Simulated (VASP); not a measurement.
Al3Ni2: single point with PBEsol

Crystal: Al3Ni2.

```
Al Ni
1.0
     4.08320    0.00000    0.00000
    -2.04160    3.53616    0.00000
     0.00000    0.00000    4.82457
Al Ni
3 2
Direct
  0.00000 0.00000 0.00000
  0.33333 0.66667 0.64742
  0.66667 0.33333 0.35258
  0.33333 0.66667 0.14422
  0.66667 0.33333 0.85578
```

This cell differs from its parent crystal: biaxial strain in the a-b plane: +2.0 %, then relaxed in part.

```
Program                : VASP 6.6.1
Task                   : single point
Functional             : PBEsol
Potentials or basis    : VASP PAW PBE potentials, release 64 (Al, Ni)
Cutoff                 : 520 eV
k mesh                 : 12 × 12 × 8
Occupations            : gaussian, width 0.1 eV
Spin                   : no spin polarisation
Dipole correction      : no
Further INCAR settings : ALGO = Fast; EDIFF = 1e-07; NBANDS = 22
```

- Pressure: -4.0 GPa
- Largest force: 0.012 eV/Å

Forces on the atoms (eV/Å):
```
Al   0.000  0.000  0.000
Al   0.000  0.000  0.002
Al   0.000  0.000 -0.002
Ni   0.000  0.000  0.012
Ni   0.000  0.000 -0.012
```

Stress tensor (GPa, compression positive):
```
-6.02  0.00  0.00
 0.00 -6.02  0.00
 0.00  0.00  0.14
```

Levels at points of the mesh, in eV from the Fermi level:
| k point | band 11 | band 12 | band 13 | band 14 | band 15 | band 16 | band 17 | band 18 | band 19 | band 20 |
| --- | --- | --- | --- | --- | --- | --- | --- | --- | --- | --- |
| (0.00, 0.00, 0.00) | -1.60 | -1.60 | -1.21 | 1.13 | 1.13 | 2.97 | 2.97 | 4.01 | 4.33 | 6.71 |
| (0.50, 0.00, 0.00) | -2.00 | -1.73 | -1.47 | -1.38 | -1.11 | 1.44 | 2.01 | 2.20 | 4.81 | 5.25 |
| (0.00, 0.00, 0.50) | -1.65 | -1.65 | 2.64 | 2.64 | 2.77 | 2.77 | 3.38 | 4.15 | 4.29 | 4.39 |
| (0.50, 0.00, 0.50) | -1.78 | -1.62 | -1.62 | -0.98 | -0.31 | 1.53 | 1.97 | 3.01 | 6.68 | 7.45 |

Run time: 110 s on 1 thread of Intel(R) Xeon(R) 6975P-C (Granite Rapids), with other jobs on the host, peak memory 0.3 GiB.

Caveat: the cell differs from its parent crystal (biaxial strain in the a-b plane: +2.0 %, then relaxed in part); the PAW data sets were made with another functional, which shifts forces and pressure a little. Spin polarisation is off, so any magnetic state and its effect on volume and gap are missing.
